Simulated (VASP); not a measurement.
Write the native input for VASP 6.6.1 that does the following.

```yaml
Task: single point
Functional: PBEsol
Potentials_or_basis: VASP PAW PBE potentials, release 64 (Ge_d)
Cutoff: 500 eV
k_mesh: 10 × 10 × 8
Occupations: gaussian, width 0.1 eV
Spin: no spin polarisation
Dipole_correction: no
Further_INCAR_settings: ALGO = Normal; EDIFF = 1e-06; NBANDS = 36
```

The structure of Ge lies in POSCAR:

```
Ge
1.0
    2.8378655627      2.8378655627      0.0000000000
   -2.8378655627      2.8378655627      0.0000000000
    0.0000000000      0.0000000000      5.6757311254
Ge
4
Direct
    0.5000000000      0.5000000000      0.5000000000
    0.0000000000      0.0000000000      0.0000000000
    0.5000000000      0.0000000000      0.2500000000
    0.0000000000      0.5000000000      0.7500000000
```

The input as run:

INCAR

```
PREC     = Accurate       # precision mode
ENCUT    = 500            # plane-wave cutoff, eV
EDIFF    = 1E-6           # SCF threshold, eV
ISMEAR   = 0              # smearing method
SIGMA    = 0.1            # smearing width, eV
LREAL    = False          # projectors in reciprocal space
LASPH    = True           # aspherical terms in the spheres
NELM     = 120            # most SCF steps
ALGO     = Normal         # electronic algorithm
ISIF     = 2              # what is computed and relaxed
LWAVE    = False          # write WAVECAR
LCHARG   = True           # write CHGCAR
GGA      = PS             # functional
LELF     = True           # ELF
LVHAR    = True         
NBANDS   = 36             # bands
GGA_COMPAT= False
```

KPOINTS

```
Automatic mesh
0
Gamma
  10 10 8
```

Potentials or basis: VASP PAW PBE potentials, release 64 (Ge_d).

Command:

```sh
$ cat potpaw_PBE.64/Ge_d/POTCAR > POTCAR
$ mpirun -np 1 vasp_std > vasp.out
```

It gave:

```
Pressure               : -0.1 GPa
Band gap on the k mesh : zero (filled and empty bands touch)
```

Caveat: semilocal functionals underestimate gaps, and a narrow one can read as zero; the PAW data sets were made with another functional, which shifts forces and pressure a little.

It took 6 min on 1 thread of Oxide Virtual Turin-like Processor (shared host), peak memory 0.31 GiB.
